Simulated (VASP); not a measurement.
Wanted: the native input for a VASP 6.6.1 run.

| Item | Value |
| --- | --- |
| Task | relaxation of cell and atoms |
| Functional | PBE |
| Potentials or basis | VASP PAW PBE potentials, release 64 (P) |
| Cutoff | 600 eV |
| k mesh | 8 × 8 × 6 |
| Occupations | fermi-dirac, width 0.05 eV |
| Spin | no spin polarisation |
| Dipole correction | no |
| Further INCAR settings | ALGO = Normal; EDIFF = 1e-06; IBRION = 2; EDIFFG = -0.01; NSW = 60; ISIF = 3 |

The structure of P lies in POSCAR:

```
P
1.0
    1.6477431241     -5.4650377251      0.0000000000
    1.6477431241      5.4650377251      0.0000000000
    0.0000000000      0.0000000000      4.5436355900
P
4
Direct
    0.9041431300      0.0958568700      0.5888151700
    0.0958568700      0.9041431300      0.4111848300
    0.5958568700      0.4041431300      0.0888151700
    0.4041431300      0.5958568700      0.9111848300
```

The input as run:

INCAR

```
PREC = Accurate ; ENCUT = 600
EDIFF = 1E-6 ; ISMEAR = -1
SIGMA = 0.05 ; LREAL = F
LASPH = T ; NELM = 80
ALGO = Normal ; ISIF = 3
LWAVE = F ; LCHARG = F
GGA = PE ; IBRION = 2
NSW = 60 ; EDIFFG = -0.01
```

KPOINTS

```
regular mesh
0
Gamma
  8 8 6
```

Potentials or basis: VASP PAW PBE potentials, release 64 (P).

The run is started by

```bash
$ cat potpaw_PBE.64/P/POTCAR > POTCAR
$ mpirun -np 1 vasp_std > vasp.out
```

Results of the run:

```yaml
Relaxed_volume: 21.34 Å³/atom
Relaxed_cell: a = 5.897 Å, b = 5.897 Å, c = 4.560 Å, α = 90.00°, β = 90.00°, γ = 147.42°
Space_group_after_relaxing_to_0.1_Å: Cmce (No. 64)
Energy_gained_by_relaxing: 3.8 meV/atom
Ionic_steps: 21
Pressure_after_relaxing: 0.0 GPa
Largest_force_after_relaxing: 0.005 eV/Å
Band_gap_on_the_k_mesh: 0.17 eV
```

Caveat: semilocal functionals underestimate gaps, and a narrow one can read as zero.

Run time: 15 min on 1 thread of Intel(R) Xeon(R) Platinum 8488C (Sapphire Rapids) (shared host), peak memory 0.32 GiB.
